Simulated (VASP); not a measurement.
# GaS3 (P4/mmm) in VASP: a series of runs, part 2 of 2

VASP 6.6.1.

### Step 3. Single point, PBE

This run uses another cell than the first one, of 16.67 Å³/atom.

File INCAR:

```
SYSTEM = GaS3
PREC = Accurate
ENCUT = 520
EDIFF = 1E-6
ISMEAR = 0
SIGMA = 0.1
LREAL = .FALSE.
LASPH = .TRUE.
NELM = 60
ALGO = Normal
ISIF = 2
LWAVE = .FALSE.
LCHARG = .FALSE.
GGA = PE
NBANDS = 24
```

File KPOINTS:

```
Automatic mesh
0
G
  4 4 6
  0 0 0
```

File POSCAR:

```
GaS3
1.0
    4.5421044831      0.0000000000      0.0000000000
    0.0000000000      4.5421044831      0.0000000000
    0.0000000000      0.0000000000      3.2316040008
Ga S
1 3
Direct
    0.0000000000      0.0000000000      0.0000000000
    0.0000000000      0.5000000000      0.5000000000
    0.5000000000      0.0000000000      0.5000000000
    0.5000000000      0.5000000000      0.0000000000
```

Potentials or basis: VASP PAW PBE potentials, release 64 (Ga_d, S).

Run with:

```bash
$ cat potpaw_PBE.64/Ga_d/POTCAR potpaw_PBE.64/S/POTCAR > POTCAR
$ mpirun -np 1 vasp_std > vasp.out
```

OUTCAR:

```text
SYSTEM = GaS3
   PREC = Accurate
   ENCUT = 520
   EDIFF = 1E-6
   ISMEAR = 0
   LREAL = .FALSE.
   LASPH = .TRUE.
   NELM = 60
   ISIF = 2
   GGA = PE

 ion  position               nearest neighbor table
   1  0.000  0.000  0.000-   2 2.79   3 2.79   2 2.79   3 2.79   2 2.79   2 2.79   3 2.79   3 2.79

   2  0.000  0.500  0.500-   1 2.79   4 2.79   1 2.79   4 2.79   1 2.79   1 2.79   4 2.79   4 2.79

   3  0.500  0.000  0.500-   1 2.79   4 2.79   1 2.79   4 2.79   4 2.79   4 2.79   1 2.79   1 2.79

   4  0.500  0.500  0.000-   2 2.79   3 2.79   2 2.79   3 2.79   3 2.79   3 2.79   2 2.79   2 2.79

  LATTYP: Found a simple tetragonal cell.
 ALAT       =     4.5421044831
 C/A-ratio  =     0.7114772487

  Lattice vectors:

 A1 = (   4.5421044831,   0.0000000000,   0.0000000000)
 A2 = (   0.0000000000,   4.5421044831,   0.0000000000)
 A3 = (   0.0000000000,   0.0000000000,   3.2316040008)

Analysis of symmetry for initial positions (statically):
=====================================================================
 Subroutine PRICEL returns:
 Original cell was already a primitive cell.

 Routine SETGRP: Setting up the symmetry group for a
 simple tetragonal supercell.

 Subroutine GETGRP returns: Found 16 space group operations
 (whereof 16 operations were pure point group operations)
 out of a pool of 16 trial point group operations.

The static configuration has the point symmetry D_4h.

Analysis of symmetry for dynamics (positions and initial velocities):
=====================================================================
 Subroutine PRICEL returns:
 Original cell was already a primitive cell.

 Routine SETGRP: Setting up the symmetry group for a
 simple tetragonal supercell.

 Subroutine GETGRP returns: Found 16 space group operations
 (whereof 16 operations were pure point group operations)
 out of a pool of 16 trial point group operations.

The dynamic configuration has the point symmetry D_4h.

 Subroutine INISYM returns: Found 16 space group operations
 (whereof 16 operations are pure point group operations),
 and found     1 'primitive' translations

----------------------------------------------------------------------------------------

                                     Primitive cell

  volume of cell :      66.6703

  direct lattice vectors                    reciprocal lattice vectors
     4.542104483  0.000000000  0.000000000     0.220162263  0.000000000  0.000000000
     0.000000000  4.542104483  0.000000000     0.000000000  0.220162263  0.000000000
     0.000000000  0.000000000  3.231604001     0.000000000  0.000000000  0.309443855

  length of vectors
     4.542104483  4.542104483  3.231604001     0.220162263  0.220162263  0.309443855

  position of ions in fractional coordinates (direct lattice)
     0.000000000  0.000000000  0.000000000
     0.000000000  0.500000000  0.500000000
     0.500000000  0.000000000  0.500000000
     0.500000000  0.500000000  0.000000000

  ion indices of the primitive-cell ions
   primitive index   ion index
                 1           1
                 2           2
                 3           3
                 4           4

----------------------------------------------------------------------------------------

 KPOINTS: Automatic mesh

Automatic generation of k-mesh.
 Grid dimensions read from file:
 generate k-points for:    4    4    6

 Generating k-lattice:

  Cartesian coordinates                     Fractional coordinates (reciprocal lattice)
     0.055040566  0.000000000  0.000000000     0.250000000  0.000000000  0.000000000
     0.000000000  0.055040566  0.000000000     0.000000000  0.250000000  0.000000000
     0.000000000  0.000000000  0.051573976     0.000000000  0.000000000  0.166666667

  Length of vectors
     0.055040566  0.055040566  0.051573976

  Shift w.r.t. Gamma in fractional coordinates (k-lattice)
     0.000000000  0.000000000  0.000000000

 Subroutine IBZKPT returns following result:
 ===========================================

 Found     24 irreducible k-points:

 Following reciprocal coordinates:
            Coordinates               Weight
  0.000000  0.000000  0.000000      1.000000
  0.250000  0.000000  0.000000      4.000000
  0.500000  0.000000  0.000000      2.000000
  0.250000  0.250000  0.000000      4.000000
  0.500000  0.250000  0.000000      4.000000
  0.500000  0.500000  0.000000      1.000000
[... 16 lines left out ...]
  0.500000  0.250000  0.500000      4.000000
  0.500000  0.500000  0.500000      1.000000
   k-points           NKPTS =     24   k-points in BZ     NKDIM =     24   number of bands    NBANDS=     24
   number of dos      NEDOS =    301   number of ions     NIONS =      4
   total plane-waves  NPLWV =  31104
   dimension x,y,z NGX =    36 NGY =   36 NGZ =   24
   dimension x,y,z NGXF=    72 NGYF=   72 NGZF=   48
   ions per type =               1   3
   NGX,Y,Z   is equivalent  to a cutoff of  13.18, 13.18, 12.35 a.u.
   NGXF,Y,Z  is equivalent  to a cutoff of  26.35, 26.35, 24.69 a.u.
 SYSTEM =  GaS3
   PREC   = accura    normal or accurate (medium, high low for compatibility)
   ISTART =      0    job   : 0-new  1-cont  2-samecut
   ICHARG =      2    charge: 1-file 2-atom 10-const
   ISPIN  =      1    spin polarized calculation?
   LNONCOLLINEAR =      F non collinear calculations
   LSORBIT =      F    spin-orbit coupling
   LASPH  =      T    aspherical Exc in radial PAW
   ENCUT  =  520.0 eV  38.22 Ry    6.18 a.u.   8.45  8.45  6.01*2*pi/ulx,y,z
   NELM   =     60;   NELMIN=  2; NELMDL= -5     # of ELM steps
   EDIFF  = 0.1E-05   stopping-criterion for ELM
   LREAL  =      F    real-space projection
   EDIFFG = 0.1E-04   stopping-criterion for IOM
   NSW    =      0    number of steps for IOM
   IBRION =     -1    ionic relax: 0-MD 1-quasi-New 2-CG
   NFREE  =      0    steps in history (QN), initial steepest desc. (CG)
   ISIF   =      2    stress and relaxation
   ISYM   =      2    0-nonsym 1-usesym 2-fastsym
   POTIM  = 0.5000    time-step for ionic-motion
   TEBEG  =    0.0;   TEEND  =   0.0 temperature during run
   PSTRESS=    0.0 pullay stress
   NELECT =      31.0000    total number of electrons
   NUPDOWN=      -1.0000    fix difference up-down
   EMIN   =  10.00;   EMAX   =-10.00  energy-range for DOS
   EFERMI =   0.00;   METHOD = LEGACY
   ISMEAR =     0;   SIGMA  =   0.10  broadening in eV -4-tet -1-fermi 0-gaus
   EFERMI_NEDOS =   21; number of points for ismear=-14 and -15
   IALGO  =     38    algorithm
   IMIX   =      4    mixing-type and parameters
     AMIX     =   0.40;   BMIX     =  1.00
     AMIX_MAG =   1.60;   BMIX_MAG =  1.00
  volume/ion in A,a.u.               =      16.67       112.48
  Fermi-wavevector in a.u.,A,eV,Ry     =   1.268288  2.396717 21.885717  1.608555
  Thomas-Fermi vector in A             =   2.401391
   LORBIT       =      0    0 simple, 1 ext, 2 COOP (PROOUT), +10 PAW based schemes
   GGA     = PE    functional components
   LHFCALC =     F    Hartree Fock is set to
   AEXX    =    0.0000 exact exchange contribution
   IVDW    =     0    specifies the selected vdW correction
   LEPSILON=     F    determine dielectric tensor
   LRPA    =     F    only Hartree local field effects (RPA)
 non-spin polarized calculation
 Gauss-broadening in eV      SIGMA  =   0.10
  energy-cutoff  :      520.00
  volume of cell :       66.67
 maximum number of plane-waves:      1832
 NGX is ok and might be reduce to    36
   NGX = 17   NGY = 17   NGZ = 13

 number of electron      31.0000012 magnetization

 Free energy of the ion-electron system (eV)
  ---------------------------------------------------
  ext. energy  EPLUGINS =         0.00000000
  ---------------------------------------------------
  free energy    TOTEN  =       -13.04575553 eV

  energy without entropy =      -13.03801048  energy(sigma->0) =      -13.04188300

 E-fermi :   6.6724     XC(G=0): -11.0694

 val. band max:        6.6163914103   @ k =   0.5000   0.5000   0.3333
 cond. band min:       6.7237396051   @ k =   0.5000   0.2500   0.1667
 fundamental gap:      0.1073481947
 Fermi energy:         6.6724309884

 k-point     1 :       0.0000    0.0000    0.0000
  band No.  band energies     occupation
      1      -9.0687      2.00000
      2      -7.9112      2.00000
      3      -7.8581      2.00000
      4      -7.7792      2.00000
      5      -7.7675      2.00000
      6      -7.7675      2.00000
[... 637 lines left out ...]
     23      14.4693      0.00000
     24      15.0906      0.00000

------------------------ aborting loop because EDIFF is reached ----------------------------------------

  FORCE on cell =-STRESS in cart. coord.  units (eV):
  Direction    XX          YY          ZZ          XY          YZ          ZX
  --------------------------------------------------------------------------------------
  -------------------------------------------------------------------------------------
  Total       -0.0743640     -0.0743640      0.0450932      0.0000000      0.0000000      0.0000000
  in kB       -1.7870685     -1.7870685      1.0836500      0.0000000      0.0000000      0.0000000
  external PRESSURE =      -0.8301623 kB  Pullay stress =       0.0000000 kB

 VOLUME and BASIS-vectors are now :
 -----------------------------------------------------------------------------
  energy-cutoff  :      520.00
  volume of cell :       66.67
      direct lattice vectors                 reciprocal lattice vectors
     4.542104483  0.000000000  0.000000000     0.220162263  0.000000000  0.000000000
     0.000000000  4.542104483  0.000000000     0.000000000  0.220162263  0.000000000
     0.000000000  0.000000000  3.231604001     0.000000000  0.000000000  0.309443855

 POSITION                                       TOTAL-FORCE (eV/Angst)
 -----------------------------------------------------------------------------------
      0.00000      0.00000      0.00000         0.000000      0.000000      0.000000
      0.00000      2.27105      1.61580         0.000000      0.000000      0.000000
      2.27105      0.00000      1.61580         0.000000      0.000000      0.000000
      2.27105      2.27105      0.00000         0.000000      0.000000      0.000000
 -----------------------------------------------------------------------------------
    total drift:                               -0.000000      0.000000      0.000000

  FREE ENERGIE OF THE ION-ELECTRON SYSTEM (eV)
  ---------------------------------------------------
  free  energy   TOTEN  =       -13.0457555334 eV

  energy  without entropy=      -13.0380104758  energy(sigma->0) =      -13.04188300
```

Run time: 46 s. Hardware: 1 thread of Intel Xeon 8259CL, shared host; peak memory 0.19 GiB.

What came out:

- Free energy: -13.0458 eV
- Pressure: -0.1 GPa
- Band gap on the k mesh: zero (an odd number of electrons rules out a gap without spin polarisation)

Stress tensor (GPa, compression positive):
```
-0.18  0.00  0.00
 0.00 -0.18  0.00
 0.00  0.00  0.11
```

### Step 4. Relaxation of cell and atoms, PBE

File INCAR:

```
PREC = Accurate
ENCUT = 600
EDIFF = 1E-7
ISMEAR = 0
SIGMA = 0.1
LREAL = False
LASPH = True
NELM = 100
ALGO = Normal
ISIF = 3
LWAVE = False
LCHARG = False
GGA = PE
IBRION = 2
NSW = 90
EDIFFG = -0.04
```

File KPOINTS:

```
regular mesh
0
Gamma
  4 4 6
```

File POSCAR:

```
GaS3
1.0
    4.6595682453      0.0000000000      0.0000000000
    0.0000000000      4.6595682453      0.0000000000
    0.0000000000      0.0000000000      3.0916508707
Ga S
1 3
Direct
    0.0000000000      0.0000000000      0.0000000000
    0.0000000000      0.5000000000      0.5000000000
    0.5000000000      0.0000000000      0.5000000000
    0.5000000000      0.5000000000      0.0000000000
```

Run with:

```bash
$ cat potpaw_PBE.64/Ga_d/POTCAR potpaw_PBE.64/S/POTCAR > POTCAR
$ mpirun -np 1 vasp_std > vasp.out
```

Wall time 5.3 min (1 thread of Intel Xeon 8259CL, shared host); peak memory 0.23 GiB.

The run converged. Its results:

```yaml
Free_energy: -13.0460 eV
Relaxed_volume: 16.68 Å³/atom
Relaxed_cell: a = 4.540 Å, b = 4.540 Å, c = 3.237 Å, α = 90.00°, β = 90.00°, γ = 90.00°
Space_group_after_relaxing_to_0.1_Å: P4/mmm (No. 123)
Energy_gained_by_relaxing: 21.5 meV/atom
Ionic_steps: 6
Pressure_after_relaxing: -0.1 GPa
Band_gap_on_the_k_mesh: zero (an odd number of electrons rules out a gap without spin polarisation)
```

Stress tensor (GPa, compression positive):
```
-0.07  0.00  0.00
 0.00 -0.07  0.00
 0.00  0.00 -0.16
```

The path:
```csv
step,energy change (eV),largest force (eV/Å),pressure (GPa),volume (Å³)
1,0.0000,0.0000,-0.37,67.12
2,-0.0602,0.0000,-0.03,66.72
3,-0.0675,0.0000,0.85,65.92
4,-0.0856,0.0000,0.32,66.34
5,-0.0857,0.0000,0.35,66.30
6,-0.0860,0.0000,-0.10,66.71
```

Final structure:
```
Ga S
1.0
     4.53976    0.00000    0.00000
     0.00000    4.53976    0.00000
     0.00000    0.00000    3.23689
Ga S
1 3
Cartesian
  0.0000 0.0000 0.0000
  0.0000 2.2699 1.6184
  2.2699 0.0000 1.6184
  2.2699 2.2699 0.0000
```

Levels at points of the mesh, in eV from the Fermi level:
| k point | band 11 | band 12 | band 13 | band 14 | band 15 | band 16 | band 17 | band 18 | band 19 |
| --- | --- | --- | --- | --- | --- | --- | --- | --- | --- |
| (0.00, 0.00, 0.00) | -3.33 | -2.86 | -2.34 | -2.34 | 0.06 | 1.52 | 2.44 | 2.44 | 4.83 |
| (0.50, 0.00, 0.00) | -4.17 | -2.05 | -1.48 | -1.47 | -0.93 | 1.19 | 1.41 | 2.48 | 3.41 |
| (0.50, 0.50, 0.00) | -1.62 | -1.62 | -0.96 | -0.62 | -0.62 | -0.62 | -0.41 | 2.73 | 4.23 |
| (0.00, 0.00, 0.50) | -3.69 | -3.62 | -3.20 | -3.11 | -3.11 | -0.54 | -0.54 | 1.48 | 1.75 |
| (0.50, 0.00, 0.50) | -4.05 | -3.49 | -2.72 | -2.60 | -2.32 | -1.20 | 1.32 | 1.34 | 1.80 |
| (0.50, 0.50, 0.50) | -6.39 | -5.68 | -4.13 | 0.09 | 0.17 | 1.20 | 1.20 | 2.14 | 6.86 |

### Step 5. Overview

| task | cell | k mesh | cutoff (eV) | gap on the mesh (eV) | pressure (GPa) |
| --- | --- | --- | --- | --- | --- |
| single point | a = 4.660, b = 4.660, c = 3.092 Å, 4 atoms | 4 × 4 × 4 | 520 | none | 0.0 |
| single point | a = 4.542, b = 4.542, c = 3.232 Å, 4 atoms | 4 × 4 × 6 | 520 | none | -0.1 |
| relaxation of cell and atoms | relaxed from a = 4.660, b = 4.660, c = 3.092 Å, 4 atoms | 4 × 4 × 6 | 600 | none | -0.1 |

Alike in all rows: level PBE; potentials or basis VASP PAW PBE potentials, release 64 (Ga_d, S); no spin polarisation; smearing gaussian 0.1 eV.

Caveats: some runs use coarse meshes.

Absolute energies hang on the potentials; compare differences alone.

The gap in the log of VASP goes by the Fermi energy; the results here count the filled bands.